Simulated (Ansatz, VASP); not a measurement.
# Two plane-wave programs on PbS

File INCAR:

```
SYSTEM = PbS
PREC = Accurate
ENCUT = 520
EDIFF = 1E-6
ISMEAR = 0
SIGMA = 0.01
LREAL = .False.
LASPH = .True.
NELM = 60
ALGO = Normal
ISIF = 2
LWAVE = .False.
LCHARG = .True.
GGA = PS
LELF = .True.
LVHAR = .True.
NBANDS = 28
```

File KPOINTS:

```
Automatic mesh
0
Gamma
  1 3 3
  0 0 0
```

The input POSCAR:

```
PbS
1.0
   11.2982800000      0.0000000000      0.0000000000
    0.0000000000      3.0043800000      3.0061800000
    0.0000000000     -3.0043800000      3.0061800000
Pb S
2 2
Direct
    0.6245800000      0.2566400000      0.7566400000
    0.3754200000      0.7566400000      0.2566400000
    0.6136800000      0.7643600000      0.2643600000
    0.3863200000      0.2643600000      0.7643600000
```

Input for Ansatz:

```yaml
crystal:
  lattice:
    - [11.29828, 0.0, 0.0]
    - [0.0, 3.00438, 3.00618]
    - [0.0, -3.00438, 3.00618]
  atoms:
    - { symbol: Pb, position: [0.62458, 0.25664, 0.75664] }
    - { symbol: Pb, position: [0.37542, 0.75664, 0.25664] }
    - { symbol: S, position: [0.61368, 0.7643600000000002, 0.26436000000000004] }
    - { symbol: S, position: [0.38632000000000005, 0.26436000000000004, 0.7643600000000002] }
basis:
  ecutwfc: 450.0
kpoints:
  mp_grid:
    grid: [1, 3, 3]
  band_path:
    path:
      - [0.0, 3.5471102715045526e-18, 0.33333333333333326]
      - [-0.03596354220872599, 3.5471102715045526e-18, 0.33333333333333326]
      - [0.03596354220872599, 3.5471102715045526e-18, 0.33333333333333326]
      - [0.0, -0.009563238558528574, 0.34289657189186185]
      - [0.0, 0.009563238558528583, 0.3237700947748047]
      - [0.0, -0.009568968136479884, 0.32376436519685337]
      - [0.0, 0.00956896813647989, 0.34290230146981315]
      - [0.03596354220872599, 0.009563238558528583, 0.3237700947748047]
      - [0.03596354220872599, -0.009563238558528574, 0.34289657189186185]
      - [-0.03596354220872599, 0.009563238558528583, 0.3237700947748047]
      - [-0.03596354220872599, -0.009563238558528574, 0.34289657189186185]
      - [0.03596354220872599, 0.00956896813647989, 0.34290230146981315]
      - [0.03596354220872599, -0.009568968136479884, 0.32376436519685337]
      - [-0.03596354220872599, 0.00956896813647989, 0.34290230146981315]
      - [-0.03596354220872599, -0.009568968136479884, 0.32376436519685337]
      - [0.0, 0.01913220669500847, 0.33333906291128457]
      - [0.0, -5.729577951305473e-06, 0.3142011266383248]
      - [0.0, 5.7295779513125665e-06, 0.3524655400283417]
      - [0.0, -0.019132206695008463, 0.3333276037553819]
    npoints: 1
hamiltonian:
  xc: pbesol
scf:
  occupations:
    method: fixed
```

Alike in both runs: task single point; functional PBEsol; k mesh 1 × 3 × 3; no spin polarisation.

```csv
,VASP,Ansatz
version,VASP 6.6.1,Ansatz 0.2.0
potentials or method,"VASP PAW PBE potentials, release 64 (Pb_d, S), cutoff 520 eV","plane waves, PAW"
occupations,"gaussian, width 0.01 eV",fixed
valence electrons in the cell,40,40
```

|  | VASP | Ansatz | Ansatz less VASP |
| --- | --- | --- | --- |
| gap on the k mesh at the Fermi level (eV) | 2.20 | 2.20 | -0.003 |

VASP's potentials were made for PBE, not for PBEsol.

The k mesh is coarse, so the values compare programs but aren't converged. Neither program's run includes spin-orbit coupling.
